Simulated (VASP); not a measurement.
# CeO2 (Fm-3m) in VASP: further runs

Runs on CeO2. Level: r2SCAN. Tasks: single point, relaxation of cell and atoms.

Everything below comes from runs of VASP 6.6.1. Logs are shortened: lines on timing, memory, paths and dates and some standing lists are left out, and cuts for length are marked.

### 1 The cell of the first run

The structure is cubic, space group Fm-3m (No. 225). The conventional cell has a = 5.437 Å, b = 5.437 Å, c = 5.437 Å, α = 90.00°, β = 90.00°, γ = 90.00°. Ce (site symmetry m-3m) has 8 O at 2.35 Å within 3.1 Å. O (site symmetry -43m) has 4 Ce at 2.35 Å and 6 O at 2.72 Å within 3.1 Å.

### 2 Single point, r2SCAN

The input, POSCAR:

```
CeO2
1.0
    0.0000000000      2.7185716678      2.7185716678
    2.7185716678      0.0000000000      2.7185716678
    2.7185716678      2.7185716678      0.0000000000
Ce O
1 2
Direct
    0.0000000000      0.0000000000      0.0000000000
    0.2500000000      0.2500000000      0.2500000000
    0.7500000000      0.7500000000      0.7500000000
```

The input, INCAR.step1:

```
PREC = Accurate
ENCUT = 520
ISMEAR = 0
SIGMA = 0.01
LREAL = False
LASPH = True
NELM = 80
NBANDS = 19
GGA = PE
ALGO = Normal
EDIFF = 1E-4
LWAVE = True
LCHARG = False
```

The input, INCAR.step2:

```
PREC = Accurate
ENCUT = 520
EDIFF = 1E-7
ISMEAR = 0
SIGMA = 0.01
LREAL = False
LASPH = True
NELM = 80
ALGO = Normal
ISIF = 2
LWAVE = False
LCHARG = True
METAGGA = R2SCAN
LMIXTAU = True
LELF = True
LVHAR = True
NBANDS = 19
ISTART = 1
```

The input, KPOINTS:

```
Automatic mesh
0
Gamma
  8 8 8
```

Potentials or basis: VASP PAW PBE potentials, release 64 (Ce, O).

Started as:

```sh
$ cat potpaw_PBE.64/Ce/POTCAR potpaw_PBE.64/O/POTCAR > POTCAR
$ cp INCAR.step1 INCAR
$ mpirun -np 1 vasp_std > vasp.out
$ cp INCAR.step2 INCAR
$ mpirun -np 1 vasp_std > vasp.out
```

OUTCAR:

```text
PREC = Accurate
   ENCUT = 520
   EDIFF = 1E-7
   ISMEAR = 0
   LREAL = False
   LASPH = True
   NELM = 80
   ISIF = 2
   METAGGA = R2SCAN
   ISTART = 1

 ion  position               nearest neighbor table
   1  0.000  0.000  0.000-   3 2.35   3 2.35   3 2.35   2 2.35   3 2.35   2 2.35   2 2.35   2 2.35

   2  0.250  0.250  0.250-   1 2.35   1 2.35   1 2.35   1 2.35
   3  0.750  0.750  0.750-   1 2.35   1 2.35   1 2.35   1 2.35

  LATTYP: Found a face centered cubic cell.
 ALAT       =     5.4371433356

  Lattice vectors:

 A1 = (   0.0000000000,   2.7185716678,   2.7185716678)
 A2 = (   2.7185716678,   0.0000000000,   2.7185716678)
 A3 = (   2.7185716678,   2.7185716678,   0.0000000000)

Analysis of symmetry for initial positions (statically):
=====================================================================
 Subroutine PRICEL returns:
 Original cell was already a primitive cell.

 Routine SETGRP: Setting up the symmetry group for a
 face centered cubic supercell.

 Subroutine GETGRP returns: Found 48 space group operations
 (whereof 48 operations were pure point group operations)
 out of a pool of 48 trial point group operations.

The static configuration has the point symmetry O_h .

Analysis of symmetry for dynamics (positions and initial velocities):
=====================================================================
 Subroutine PRICEL returns:
 Original cell was already a primitive cell.

 Routine SETGRP: Setting up the symmetry group for a
 face centered cubic supercell.

 Subroutine GETGRP returns: Found 48 space group operations
 (whereof 48 operations were pure point group operations)
 out of a pool of 48 trial point group operations.

The dynamic configuration has the point symmetry O_h .

 Subroutine INISYM returns: Found 48 space group operations
 (whereof 48 operations are pure point group operations),
 and found     1 'primitive' translations

----------------------------------------------------------------------------------------

                                     Primitive cell

  volume of cell :      40.1839

  direct lattice vectors                    reciprocal lattice vectors
     0.000000000  2.718571668  2.718571668    -0.183920110  0.183920110  0.183920110
     2.718571668  0.000000000  2.718571668     0.183920110 -0.183920110  0.183920110
     2.718571668  2.718571668  0.000000000     0.183920110  0.183920110 -0.183920110

  length of vectors
     3.844640923  3.844640923  3.844640923     0.318558975  0.318558975  0.318558975

  position of ions in fractional coordinates (direct lattice)
     0.000000000  0.000000000  0.000000000
     0.250000000  0.250000000  0.250000000
     0.750000000  0.750000000  0.750000000

  ion indices of the primitive-cell ions
   primitive index   ion index
                 1           1
                 2           2
                 3           3

----------------------------------------------------------------------------------------

 KPOINTS: Automatic mesh

Automatic generation of k-mesh.
 Grid dimensions read from file:
 generate k-points for:    8    8    8

 Generating k-lattice:

  Cartesian coordinates                     Fractional coordinates (reciprocal lattice)
    -0.022990014  0.022990014  0.022990014     0.125000000  0.000000000  0.000000000
     0.022990014 -0.022990014  0.022990014     0.000000000  0.125000000  0.000000000
     0.022990014  0.022990014 -0.022990014     0.000000000  0.000000000  0.125000000

  Length of vectors
     0.039819872  0.039819872  0.039819872

  Shift w.r.t. Gamma in fractional coordinates (k-lattice)
     0.000000000  0.000000000  0.000000000

 Subroutine IBZKPT returns following result:
 ===========================================

 Found     29 irreducible k-points:

 Following reciprocal coordinates:
            Coordinates               Weight
  0.000000  0.000000  0.000000      1.000000
  0.125000  0.000000  0.000000      8.000000
  0.250000  0.000000  0.000000      8.000000
  0.375000  0.000000  0.000000      8.000000
  0.500000  0.000000  0.000000      4.000000
  0.125000  0.125000  0.000000      6.000000
[... 16 lines left out ...]
  0.500000  0.250000  0.125000     48.000000
 -0.375000  0.250000  0.125000     24.000000
 [... further k-points ...]
   k-points           NKPTS =     29   k-points in BZ     NKDIM =     29   number of bands    NBANDS=     19
   number of dos      NEDOS =    301   number of ions     NIONS =      3
   total plane-waves  NPLWV =  27000
   dimension x,y,z NGX =    30 NGY =   30 NGZ =   30
   dimension x,y,z NGXF=    60 NGYF=   60 NGZF=   60
   ions per type =               1   2
   NGX,Y,Z   is equivalent  to a cutoff of  12.97, 12.97, 12.97 a.u.
   NGXF,Y,Z  is equivalent  to a cutoff of  25.94, 25.94, 25.94 a.u.
 SYSTEM =  unknown system
   PREC   = accura    normal or accurate (medium, high low for compatibility)
   ISTART =      1    job   : 0-new  1-cont  2-samecut
   ICHARG =      0    charge: 1-file 2-atom 10-const
   ISPIN  =      1    spin polarized calculation?
   LNONCOLLINEAR =      F non collinear calculations
   LSORBIT =      F    spin-orbit coupling
   LASPH  =      T    aspherical Exc in radial PAW
   ENCUT  =  520.0 eV  38.22 Ry    6.18 a.u.   7.15  7.15  7.15*2*pi/ulx,y,z
   NELM   =     80;   NELMIN=  2; NELMDL=  0     # of ELM steps
   EDIFF  = 0.1E-06   stopping-criterion for ELM
   LREAL  =      F    real-space projection
   EDIFFG = 0.1E-05   stopping-criterion for IOM
   NSW    =      0    number of steps for IOM
   IBRION =     -1    ionic relax: 0-MD 1-quasi-New 2-CG
   NFREE  =      0    steps in history (QN), initial steepest desc. (CG)
   ISIF   =      2    stress and relaxation
   ISYM   =      2    0-nonsym 1-usesym 2-fastsym
   POTIM  = 0.5000    time-step for ionic-motion
   TEBEG  =    0.0;   TEEND  =   0.0 temperature during run
   PSTRESS=    0.0 pullay stress
   NELECT =      24.0000    total number of electrons
   NUPDOWN=      -1.0000    fix difference up-down
   EMIN   =  10.00;   EMAX   =-10.00  energy-range for DOS
   EFERMI =   0.00;   METHOD = LEGACY
   ISMEAR =     0;   SIGMA  =   0.01  broadening in eV -4-tet -1-fermi 0-gaus
   EFERMI_NEDOS =   21; number of points for ismear=-14 and -15
   IALGO  =     38    algorithm
   IMIX   =      4    mixing-type and parameters
     AMIX     =   0.40;   BMIX     =  1.00
     AMIX_MAG =   1.60;   BMIX_MAG =  1.00
  volume/ion in A,a.u.               =      13.39        90.39
  Fermi-wavevector in a.u.,A,eV,Ry     =   1.378673  2.605313 25.861110  1.900738
  Thomas-Fermi vector in A             =   2.503713
   LORBIT       =      0    0 simple, 1 ext, 2 COOP (PROOUT), +10 PAW based schemes
   METAGGA = R2SCAN    functional components
   LHFCALC =     F    Hartree Fock is set to
   AEXX    =    0.0000 exact exchange contribution
   IVDW    =     0    specifies the selected vdW correction
   LEPSILON=     F    determine dielectric tensor
   LRPA    =     F    only Hartree local field effects (RPA)
 non-spin polarized calculation
 Gauss-broadening in eV      SIGMA  =   0.01
  energy-cutoff  :      520.00
  volume of cell :       40.18
 maximum number of plane-waves:      1106
 NGX is ok and might be reduce to    30
   NGX = 15   NGY = 15   NGZ = 15

 number of electron      23.9999991 magnetization

 Free energy of the ion-electron system (eV)
  ---------------------------------------------------
  ext. energy  EPLUGINS =         0.00000000
  ---------------------------------------------------
  free energy    TOTEN  =       -54.03239336 eV

  energy without entropy =      -54.03239336  energy(sigma->0) =      -54.03239336

 E-fermi :   4.9725     XC(G=0): -11.9743

 val. band max:        4.9299054918   @ k =  -0.2500   0.2500   0.0000
 cond. band min:       7.0933884282   @ k =   0.5000   0.0000   0.0000
 fundamental gap:      2.1634829365
 Fermi energy:         4.9725372120

 k-point     1 :       0.0000    0.0000    0.0000
  band No.  band energies     occupation
      1     -28.6458      2.00000
      2     -12.3376      2.00000
      3     -11.4405      2.00000
      4     -10.2877      2.00000
      5     -10.2877      2.00000
      6     -10.2877      2.00000
[... 11 lines left out ...]
     18       8.0669      0.00000
     19       8.0669      0.00000

 k-point     2 :       0.1250    0.0000    0.0000
  band No.  band energies     occupation
      1     -28.6162      2.00000
      2     -12.8102      2.00000
      3     -11.5544      2.00000
      4     -10.3230      2.00000
      5     -10.3230      2.00000
      6      -9.7953      2.00000
[... 11 lines left out ...]
     18       7.9812      0.00000
     19       7.9812      0.00000

 k-point     3 :       0.2500    0.0000    0.0000
  band No.  band energies     occupation
      1     -28.5433      2.00000
      2     -13.5720      2.00000
      3     -11.8463      2.00000
      4     -10.4060      2.00000
      5     -10.4060      2.00000
      6      -8.9331      2.00000
[... 11 lines left out ...]
     18       7.8934      0.00000
     19       7.8934      0.00000

 k-point     4 :       0.3750    0.0000    0.0000
  band No.  band energies     occupation
      1     -28.4682      2.00000
      2     -14.1455      2.00000
      3     -12.1122      2.00000
      4     -10.4861      2.00000
      5     -10.4861      2.00000
      6      -8.2393      2.00000
[... 11 lines left out ...]
     18       7.9173      0.00000
     19       7.9173      0.00000

 k-point     5 :       0.5000    0.0000    0.0000
  band No.  band energies     occupation
      1     -28.4363      2.00000
      2     -14.3554      2.00000
      3     -12.2143      2.00000
      4     -10.5184      2.00000
      5     -10.5184      2.00000
      6      -7.9752      2.00000
[... 11 lines left out ...]
     18       7.9513      0.00000
     19       7.9855      0.00000

 k-point     6 :       0.1250    0.1250    0.0000
  band No.  band energies     occupation
      1     -28.6061      2.00000
      2     -12.9361      2.00000
      3     -11.5589      2.00000
      4     -10.3776      2.00000
      5     -10.3776      2.00000
      6      -9.6108      2.00000
[... 11 lines left out ...]
     18       7.9910      0.00000
     19       7.9910      0.00000

 k-point     7 :       0.2500    0.1250    0.0000
  band No.  band energies     occupation
      1     -28.5477      2.00000
      2     -13.4999      2.00000
      3     -11.8948      2.00000
      4     -10.4732      2.00000
      5     -10.2756      2.00000
      6      -9.0109      2.00000
[... 11 lines left out ...]
     18       7.8247      0.00000
     19       7.9060      0.00000

 k-point     8 :       0.3750    0.1250    0.0000
  band No.  band energies     occupation
      1     -28.4729      2.00000
      2     -14.0110      2.00000
      3     -12.3829      2.00000
      4     -10.5522      2.00000
      5     -10.0850      2.00000
      6      -8.4429      2.00000
[... 256 lines left out ...]
 k-point    20 :      -0.3750    0.3750    0.0000
  band No.  band energies     occupation
      1     -28.3722      2.00000
      2     -14.2917      2.00000
      3     -13.3155      2.00000
      4     -10.7520      2.00000
      5      -9.5801      2.00000
      6      -7.9480      2.00000
[... 11 lines left out ...]
     18       7.7412      0.00000
     19       8.2633      0.00000

 k-point    21 :       0.5000    0.5000    0.0000
  band No.  band energies     occupation
      1     -28.3664      2.00000
      2     -14.7036      2.00000
      3     -12.1718      2.00000
      4     -10.8601      2.00000
      5     -10.8601      2.00000
      6      -7.2773      2.00000
[... 11 lines left out ...]
     18       7.7951      0.00000
     19       8.3448      0.00000

 k-point    22 :       0.3750    0.2500    0.1250
  band No.  band energies     occupation
      1     -28.4879      2.00000
      2     -13.8645      2.00000
      3     -12.4041      2.00000
      4     -10.5288      2.00000
      5     -10.0082      2.00000
      6      -8.6213      2.00000
[... 11 lines left out ...]
     18       7.7289      0.00000
     19       7.8676      0.00000

 k-point    23 :       0.5000    0.2500    0.1250
  band No.  band energies     occupation
      1     -28.4269      2.00000
      2     -14.0861      2.00000
      3     -13.0048      2.00000
      4     -10.6201      2.00000
      5      -9.5565      2.00000
      6      -8.4085      2.00000
[... 11 lines left out ...]
     18       7.7439      0.00000
     19       8.0119      0.00000

 k-point    24 :      -0.3750    0.2500    0.1250
  band No.  band energies     occupation
      1     -28.4014      2.00000
      2     -14.1423      2.00000
      3     -13.2588      2.00000
      4     -10.6605      2.00000
      5      -9.3695      2.00000
      6      -8.3409      2.00000
[... 11 lines left out ...]
     18       7.7457      0.00000
     19       8.1012      0.00000

 [... further k-points ...]
[... 5 lines left out ...]
  --------------------------------------------------------------------------------------
  -------------------------------------------------------------------------------------
  Total       -0.0560688     -0.0560688     -0.0560688     -0.0000000      0.0000000      0.0000000
  in kB       -2.2355264     -2.2355264     -2.2355264     -0.0000000      0.0000000      0.0000000
  external PRESSURE =      -2.2355264 kB  Pullay stress =       0.0000000 kB

 VOLUME and BASIS-vectors are now :
 -----------------------------------------------------------------------------
  energy-cutoff  :      520.00
  volume of cell :       40.18
      direct lattice vectors                 reciprocal lattice vectors
     0.000000000  2.718571668  2.718571668    -0.183920110  0.183920110  0.183920110
     2.718571668  0.000000000  2.718571668     0.183920110 -0.183920110  0.183920110
     2.718571668  2.718571668  0.000000000     0.183920110  0.183920110 -0.183920110

 POSITION                                       TOTAL-FORCE (eV/Angst)
 -----------------------------------------------------------------------------------
      0.00000      0.00000      0.00000         0.000000      0.000000      0.000000
      1.35929      1.35929      1.35929         0.000000      0.000000     -0.000000
      4.07786      4.07786      4.07786        -0.000000     -0.000000      0.000000
 -----------------------------------------------------------------------------------
    total drift:                                0.000000     -0.000000      0.000000

  FREE ENERGIE OF THE ION-ELECTRON SYSTEM (eV)
  ---------------------------------------------------
  free  energy   TOTEN  =       -54.0323933617 eV

  energy  without entropy=      -54.0323933617  energy(sigma->0) =      -54.03239336
```

It took 5.2 min on 1 thread of Intel Xeon 8259CL, shared host; peak memory 0.19 GiB.

What came out:

```yaml
Free_energy: -54.0324 eV
Pressure: -0.2 GPa
Band_gap_on_the_k_mesh: 2.16 eV (least direct gap 2.29 eV)
```

Caveat: the PAW data sets were made with another functional, which shifts forces and pressure a little; spin-orbit coupling is left out, which moves the levels of the heavy elements; semilocal functionals describe open f shells poorly, which spoils levels, moments and volumes. Spin polarisation is off, so any magnetic state and its effect on volume and gap are missing.

### 3 Relaxation of cell and atoms, r2SCAN

This run uses another cell than the first one, of 13.18 Å³/atom.

The input, POSCAR:

```
CeO2
1.0
    0.0000000000      2.7036500000      2.7036500000
    2.7036500000      0.0000000000      2.7036500000
    2.7036500000      2.7036500000      0.0000000000
Ce O
1 2
Direct
    0.0000000000      0.0000000000      0.0000000000
    0.2500000000      0.2500000000      0.2500000000
    0.7500000000      0.7500000000      0.7500000000
```

The input, INCAR.step1:

```
PREC     = Accurate       # precision mode
ENCUT    = 600            # plane-wave cutoff, eV
ISMEAR   = 0              # smearing method
SIGMA    = 0.01           # smearing width, eV
LREAL    = F              # projectors in reciprocal space
LASPH    = T              # aspherical terms in the spheres
NELM     = 80             # most SCF steps
GGA      = PE             # functional
ALGO     = Normal         # electronic algorithm
EDIFF    = 1E-4           # SCF threshold, eV
LWAVE    = T              # write WAVECAR
LCHARG   = F              # write CHGCAR
```

The input, INCAR.step2:

```
PREC     = Accurate       # precision mode
ENCUT    = 600            # plane-wave cutoff, eV
EDIFF    = 1E-6           # SCF threshold, eV
ISMEAR   = 0              # smearing method
SIGMA    = 0.01           # smearing width, eV
LREAL    = F              # projectors in reciprocal space
LASPH    = T              # aspherical terms in the spheres
NELM     = 80             # most SCF steps
ALGO     = Normal         # electronic algorithm
ISIF     = 3              # what is computed and relaxed
LWAVE    = F              # write WAVECAR
LCHARG   = F              # write CHGCAR
METAGGA  = R2SCAN         # meta-GGA
LMIXTAU  = T            
IBRION   = 2              # ionic algorithm
NSW      = 80             # ionic steps
EDIFFG   = -0.003         # ionic threshold
ISTART   = 1
```

The input, KPOINTS:

```
regular mesh
0
Gamma
  8 8 8
```

Potentials or basis: VASP PAW PBE potentials, release 64 (Ce, O).

Started as:

```sh
$ cat potpaw_PBE.64/Ce/POTCAR potpaw_PBE.64/O/POTCAR > POTCAR
$ cp INCAR.step1 INCAR
$ mpirun -np 1 vasp_std > vasp.out
$ cp INCAR.step2 INCAR
$ mpirun -np 1 vasp_std > vasp.out
```

Wall time 7.2 min (1 thread of Intel Xeon 8259CL, shared host); peak memory 0.22 GiB.

Results (log left out):

- Free energy: -54.0409 eV
- Relaxed volume: 13.38 Å³/atom
- Relaxed cell: a = 3.843 Å, b = 3.843 Å, c = 3.843 Å, α = 60.00°, β = 60.00°, γ = 60.00°
- Space group after relaxing (to 0.1 Å): Fm-3m (No. 225)
- Energy gained by relaxing: 1.9 meV/atom
- Ionic steps: 3
- Pressure after relaxing: 0.0 GPa
- Band gap on the k mesh: 2.17 eV (least direct gap 2.30 eV)

The path:
```tsv
step	energy change (eV)	largest force (eV/Å)	pressure (GPa)	volume (Å³)
1	0.0000	0.0000	3.10	39.53
2	0.0047	0.0000	-3.83	41.00
3	-0.0058	0.0000	-0.01	40.14
```

Final structure:
```yaml
crystal:
  lattice:
    - [0.00000, 2.71767, 2.71767]
    - [2.71767, 0.00000, 2.71767]
    - [2.71767, 2.71767, 0.00000]
  atoms:
    - { symbol: Ce, position: [0.00000, 0.00000, 0.00000] }
    - { symbol: O, position: [0.25000, 0.25000, 0.25000] }
    - { symbol: O, position: [0.75000, 0.75000, 0.75000] }
```

Levels at points of the mesh, in eV from the valence-band top:
| k point | band 10 | band 11 | band 12 | band 13 | band 14 | band 15 |
| --- | --- | --- | --- | --- | --- | --- |
| (0.00, 0.00, 0.00) | -0.60 | -0.60 | -0.60 | 2.58 | 2.58 | 2.58 |
| (0.50, 0.00, 0.00) | -1.20 | -0.79 | -0.79 | 2.17 | 2.40 | 2.40 |
| (0.50, 0.50, 0.00) | -0.80 | -0.80 | -0.61 | 2.30 | 2.32 | 2.32 |

Caveat: the PAW data sets were made with another functional, which shifts forces and pressure a little; spin-orbit coupling is left out, which moves the levels of the heavy elements; semilocal functionals describe open f shells poorly, which spoils levels, moments and volumes. Zero-point motion and thermal expansion aren't in these numbers.
